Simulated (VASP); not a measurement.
# Cr (Pm-3m) in VASP: notebook, part 2 of 2

VASP 6.6.1. The steps go on from the part before.

### Step 3. Single point, revPBE, collinear spin, ferromagnetic start (11.43 Å³/atom)

This run uses another cell than the first one, of 11.43 Å³/atom.

INCAR

```
  PREC = Accurate
  ENCUT = 520
  EDIFF = 1E-6
  ISMEAR = -1
  SIGMA = 0.05
  LREAL = F
  LASPH = T
  NELM = 150
  ALGO = Normal
  ISIF = 2
  LWAVE = F
  LCHARG = F
  ISPIN = 2
  MAGMOM = 1.5
  LORBIT = 11
  LMAXMIX = 4
  GGA = RE
  NBANDS = 16
```

KPOINTS

```
regular mesh
0
Gamma
  15 15 15
```

POSCAR

```
Cr
1.0
    2.2526143062      0.0000000000      0.0000000000
    0.0000000000      2.2526143062      0.0000000000
    0.0000000000      0.0000000000      2.2526143062
Cr
1
Direct
    0.0000000000      0.0000000000      0.0000000000
```

Potentials or basis: VASP PAW PBE potentials, release 64 (Cr_pv).

On the command line:

```
cat potpaw_PBE.64/Cr_pv/POTCAR > POTCAR
mpirun -np 1 vasp_std > vasp.out
```

OUTCAR:

```text
PREC = Accurate
   ENCUT = 520
   EDIFF = 1E-6
   ISMEAR = -1
   LREAL = F
   LASPH = T
   NELM = 150
   ISIF = 2
   ISPIN = 2
   LORBIT = 11
   GGA = RE

 ion  position               nearest neighbor table
   1  0.000  0.000  0.000-

  LATTYP: Found a simple cubic cell.
 ALAT       =     2.2526143062

  Lattice vectors:

 A1 = (   2.2526143062,   0.0000000000,   0.0000000000)
 A2 = (   0.0000000000,   2.2526143062,   0.0000000000)
 A3 = (   0.0000000000,   0.0000000000,   2.2526143062)

Analysis of symmetry for initial positions (statically):
=====================================================================
 Subroutine PRICEL returns:
 Original cell was already a primitive cell.

 Routine SETGRP: Setting up the symmetry group for a
 simple cubic supercell.

 Subroutine GETGRP returns: Found 48 space group operations
 (whereof 48 operations were pure point group operations)
 out of a pool of 48 trial point group operations.

The static configuration has the point symmetry O_h .

Analysis of symmetry for dynamics (positions and initial velocities):
=====================================================================
 Subroutine PRICEL returns:
 Original cell was already a primitive cell.

 Routine SETGRP: Setting up the symmetry group for a
 simple cubic supercell.

 Subroutine GETGRP returns: Found 48 space group operations
 (whereof 48 operations were pure point group operations)
 out of a pool of 48 trial point group operations.

The dynamic configuration has the point symmetry O_h .

Analysis of structural, dynamic, and magnetic symmetry:
=====================================================================
 Subroutine PRICEL returns:
 Original cell was already a primitive cell.

 Routine SETGRP: Setting up the symmetry group for a
 simple cubic supercell.

 Subroutine GETGRP returns: Found 48 space group operations
 (whereof 48 operations were pure point group operations)
 out of a pool of 48 trial point group operations.

The overall configuration has the point symmetry O_h .

 Subroutine INISYM returns: Found 48 space group operations
 (whereof 48 operations are pure point group operations),
 and found     1 'primitive' translations

----------------------------------------------------------------------------------------

                                     Primitive cell

  volume of cell :      11.4304

  direct lattice vectors                    reciprocal lattice vectors
     2.252614306  0.000000000  0.000000000     0.443928638  0.000000000  0.000000000
     0.000000000  2.252614306  0.000000000     0.000000000  0.443928638  0.000000000
     0.000000000  0.000000000  2.252614306     0.000000000  0.000000000  0.443928638

  length of vectors
     2.252614306  2.252614306  2.252614306     0.443928638  0.443928638  0.443928638

  position of ions in fractional coordinates (direct lattice)
     0.000000000  0.000000000  0.000000000

  ion indices of the primitive-cell ions
   primitive index   ion index
                 1           1

----------------------------------------------------------------------------------------

 KPOINTS: regular mesh

Automatic generation of k-mesh.
[... 48 lines left out ...]
   k-points           NKPTS =    120   k-points in BZ     NKDIM =    120   number of bands    NBANDS=     16
   number of dos      NEDOS =    301   number of ions     NIONS =      1
   total plane-waves  NPLWV =   5832
   dimension x,y,z NGX =    18 NGY =   18 NGZ =   18
   dimension x,y,z NGXF=    36 NGYF=   36 NGZF=   36
   ions per type =               1
   NGX,Y,Z   is equivalent  to a cutoff of  13.28, 13.28, 13.28 a.u.
   NGXF,Y,Z  is equivalent  to a cutoff of  26.57, 26.57, 26.57 a.u.
 SYSTEM =  unknown system
   PREC   = accura    normal or accurate (medium, high low for compatibility)
   ISTART =      0    job   : 0-new  1-cont  2-samecut
   ICHARG =      2    charge: 1-file 2-atom 10-const
   ISPIN  =      2    spin polarized calculation?
   LNONCOLLINEAR =      F non collinear calculations
   LSORBIT =      F    spin-orbit coupling
   LASPH  =      T    aspherical Exc in radial PAW
   ENCUT  =  520.0 eV  38.22 Ry    6.18 a.u.   4.19  4.19  4.19*2*pi/ulx,y,z
   NELM   =    150;   NELMIN=  2; NELMDL= -5     # of ELM steps
   EDIFF  = 0.1E-05   stopping-criterion for ELM
   LREAL  =      F    real-space projection
   EDIFFG = 0.1E-04   stopping-criterion for IOM
   NSW    =      0    number of steps for IOM
   IBRION =     -1    ionic relax: 0-MD 1-quasi-New 2-CG
   NFREE  =      0    steps in history (QN), initial steepest desc. (CG)
   ISIF   =      2    stress and relaxation
   ISYM   =      2    0-nonsym 1-usesym 2-fastsym
   POTIM  = 0.5000    time-step for ionic-motion
   TEBEG  =    0.0;   TEEND  =   0.0 temperature during run
   PSTRESS=    0.0 pullay stress
   NELECT =      12.0000    total number of electrons
   NUPDOWN=      -1.0000    fix difference up-down
   EMIN   =  10.00;   EMAX   =-10.00  energy-range for DOS
   EFERMI =   0.00;   METHOD = LEGACY
   ISMEAR =    -1;   SIGMA  =   0.05  broadening in eV -4-tet -1-fermi 0-gaus
   EFERMI_NEDOS =   21; number of points for ismear=-14 and -15
   IALGO  =     38    algorithm
   IMIX   =      4    mixing-type and parameters
     AMIX     =   0.40;   BMIX     =  1.00
     AMIX_MAG =   1.60;   BMIX_MAG =  1.00
  volume/ion in A,a.u.               =      11.43        77.14
  Fermi-wavevector in a.u.,A,eV,Ry     =   1.663853  3.144227 37.666482  2.768408
  Thomas-Fermi vector in A             =   2.750499
   LORBIT       =     11    0 simple, 1 ext, 2 COOP (PROOUT), +10 PAW based schemes
   GGA     = RE    functional components
   LHFCALC =     F    Hartree Fock is set to
   AEXX    =    0.0000 exact exchange contribution
   IVDW    =     0    specifies the selected vdW correction
   LEPSILON=     F    determine dielectric tensor
   LRPA    =     F    only Hartree local field effects (RPA)
 spin polarized calculation
  energy-cutoff  :      520.00
  volume of cell :       11.43
 maximum number of plane-waves:       320
 NGX is ok and might be reduce to    18
   NGX =  9   NGY =  9   NGZ =  9

 number of electron      11.9999998 magnetization       0.0010250

 number of electron      11.9999998 magnetization      -0.0000400

 Free energy of the ion-electron system (eV)
  ---------------------------------------------------
  ext. energy  EPLUGINS =         0.00000000
  ---------------------------------------------------
  free energy    TOTEN  =        -7.94708054 eV

  energy without entropy =       -7.93233833  energy(sigma->0) =       -7.93970943

 E-fermi :  11.2951     XC(G=0): -13.5140

 val. band max:       11.2942295577   @ k =   0.4667   0.4667   0.2000
 cond. band min:      11.2988275298   @ k =   0.3333   0.3333   0.2000
 fundamental gap:      0.0045979722
 Fermi energy:        11.2950894706

 spin component 1

 k-point     1 :       0.0000    0.0000    0.0000
  band No.  band energies     occupation
      1     -31.1095      1.00000
      2     -31.1095      1.00000
      3     -31.1095      1.00000
      4       3.5399      1.00000
      5       7.6287      1.00000
      6       7.6287      1.00000
[... 435 lines left out ...]
      5       8.7732      1.00000
      6      10.2474      1.00000
[... 8 lines left out ...]
     15      40.1316      0.00000
     16      46.7434      0.00000

 [... further k-points ...]

 spin component 2

 k-point     1 :       0.0000    0.0000    0.0000
  band No.  band energies     occupation
      1     -31.1096      1.00000
      2     -31.1096      1.00000
      3     -31.1096      1.00000
      4       3.5399      1.00000
      5       7.6287      1.00000
      6       7.6287      1.00000
[... 435 lines left out ...]
      5       8.7732      1.00000
      6      10.2474      1.00000
[... 8 lines left out ...]
     15      40.1317      0.00000
     16      46.7435      0.00000

 [... further k-points ...]
[... 5 lines left out ...]
  --------------------------------------------------------------------------------------
  -------------------------------------------------------------------------------------
  Total        2.2113869      2.2113869      2.2113869      0.0000000      0.0000000     -0.0000000
  in kB      309.9665282    309.9665282    309.9665282      0.0000000      0.0000000     -0.0000000
  external PRESSURE =     309.9665282 kB  Pullay stress =       0.0000000 kB

 VOLUME and BASIS-vectors are now :
 -----------------------------------------------------------------------------
  energy-cutoff  :      520.00
  volume of cell :       11.43
      direct lattice vectors                 reciprocal lattice vectors
     2.252614306  0.000000000  0.000000000     0.443928638  0.000000000  0.000000000
     0.000000000  2.252614306  0.000000000     0.000000000  0.443928638  0.000000000
     0.000000000  0.000000000  2.252614306     0.000000000  0.000000000  0.443928638

 POSITION                                       TOTAL-FORCE (eV/Angst)
 -----------------------------------------------------------------------------------
      0.00000      0.00000      0.00000         0.000000      0.000000      0.000000
 -----------------------------------------------------------------------------------
    total drift:                               -0.000000      0.000000      0.000000

  FREE ENERGIE OF THE ION-ELECTRON SYSTEM (eV)
  ---------------------------------------------------
  free  energy   TOTEN  =        -7.9470805350 eV

  energy  without entropy=       -7.9323383259  energy(sigma->0) =       -7.93970943

 total charge

# of ion       s       p       d       tot
------------------------------------------
    1        0.483   6.351   4.494  11.328

 magnetization (x)

# of ion       s       p       d       tot
------------------------------------------
    1        0.000  -0.000  -0.000  -0.000
```

It took 68 s on 1 thread of Intel Xeon 8259CL, shared host; peak memory 0.15 GiB.

Results:

* Free energy: -7.9471 eV
* Pressure: 31.0 GPa
* Band gap on the k mesh: zero (filled and empty bands overlap)
* Net moment: 0.00 μB per cell
* Valence electrons inside the program's atomic spheres: Cr 11.33

Caveat: the cell stands under pressure; the PAW data sets were made with another functional, which shifts forces and pressure a little.

### Step 4. Single point, revPBE, collinear spin, ferromagnetic start (11.95 Å³/atom)

This run uses another cell than the first one, of 11.95 Å³/atom.

INCAR

```
PREC = Accurate
ENCUT = 520
EDIFF = 1E-7
ISMEAR = -1
SIGMA = 0.05
LREAL = F
LASPH = T
NELM = 150
ALGO = Normal
ISIF = 2
LWAVE = F
LCHARG = F
ISPIN = 2
MAGMOM = 1.5
LORBIT = 11
LMAXMIX = 4
GGA = RE
NBANDS = 16
```

KPOINTS is that of step 3.

POSCAR

```
Cr
1.0
    2.2862403728      0.0000000000      0.0000000000
    0.0000000000      2.2862403728      0.0000000000
    0.0000000000      0.0000000000      2.2862403728
Cr
1
Direct
    0.0000000000      0.0000000000      0.0000000000
```

On the command line:

```
cat potpaw_PBE.64/Cr_pv/POTCAR > POTCAR
mpirun -np 1 vasp_std > vasp.out
```

Wall time 71 s (1 thread of Intel Xeon 8259CL, shared host); peak memory 0.15 GiB.

Results (log left out):

```
Free energy                                           : -8.0273 eV
Pressure                                              : 18.8 GPa
Band gap on the k mesh                                : zero (filled and empty bands overlap)
Net moment                                            : 0.00 μB per cell
Valence electrons inside the program's atomic spheres : Cr 11.23
```

Levels at points of the mesh, in eV from the Fermi level:
Spin up:
```
           k point  band 4  band 5  band 6  band 7  band 8  band 9
(0.00, 0.00, 0.00)   -7.59   -3.45   -3.45    2.73    2.73    2.73
```
Spin down:
```tsv
k point	band 3	band 4	band 5	band 6	band 7	band 8	band 9	band 10
(0.00, 0.00, 0.00)	-42.46	-7.59	-3.45	-3.45	2.73	2.73	2.73	7.65
```

Caveat: the cell stands under pressure; the PAW data sets were made with another functional, which shifts forces and pressure a little.

### Step 5. Single point, revPBE, collinear spin, ferromagnetic start (12.47 Å³/atom)

This run uses another cell than the first one, of 12.47 Å³/atom.

INCAR

```
  PREC = Accurate
  ENCUT = 520
  EDIFF = 1E-6
  ISMEAR = -1
  SIGMA = 0.05
  LREAL = F
  LASPH = T
  NELM = 150
  ALGO = Normal
  ISIF = 2
  LWAVE = F
  LCHARG = T
  ISPIN = 2
  MAGMOM = 1.5
  LORBIT = 11
  LMAXMIX = 4
  GGA = RE
  LELF = T
  LVHAR = T
  NBANDS = 16
```

KPOINTS

```
Automatic mesh
0
Gamma
  15 15 15
```

POSCAR

```
Cr
1.0
    2.3189053627      0.0000000000      0.0000000000
    0.0000000000      2.3189053627      0.0000000000
    0.0000000000      0.0000000000      2.3189053627
Cr
1
Direct
    0.0000000000      0.0000000000      0.0000000000
```

On the command line:

```
cat potpaw_PBE.64/Cr_pv/POTCAR > POTCAR
mpirun -np 1 vasp_std > vasp.out
```

Wall time 74 s (1 thread of Intel Xeon 8259CL, shared host); peak memory 0.15 GiB.

The run converged. Its results:

| Item | Value |
| --- | --- |
| Free energy | -8.0718 eV |
| Pressure | 8.9 GPa |
| Band gap on the k mesh | zero (filled and empty bands overlap) |
| Net moment | 0.00 μB per cell |
| Valence electrons inside the program's atomic spheres | Cr 11.14 |

Levels at points of the mesh, in eV from the Fermi level:
Spin up:
```tsv
k point	band 4	band 5	band 6	band 7	band 8	band 9
(0.00, 0.00, 0.00)	-7.43	-3.26	-3.26	2.58	2.58	2.58
```
Spin down:
| k point | band 2 | band 3 | band 4 | band 5 | band 6 | band 7 | band 8 | band 9 | band 10 | band 11 |
| --- | --- | --- | --- | --- | --- | --- | --- | --- | --- | --- |
| (0.00, 0.00, 0.00) | -42.52 | -42.52 | -7.43 | -3.26 | -3.26 | 2.58 | 2.58 | 2.58 | 7.61 | 19.97 |

Caveat: the cell stands under pressure; the PAW data sets were made with another functional, which shifts forces and pressure a little.
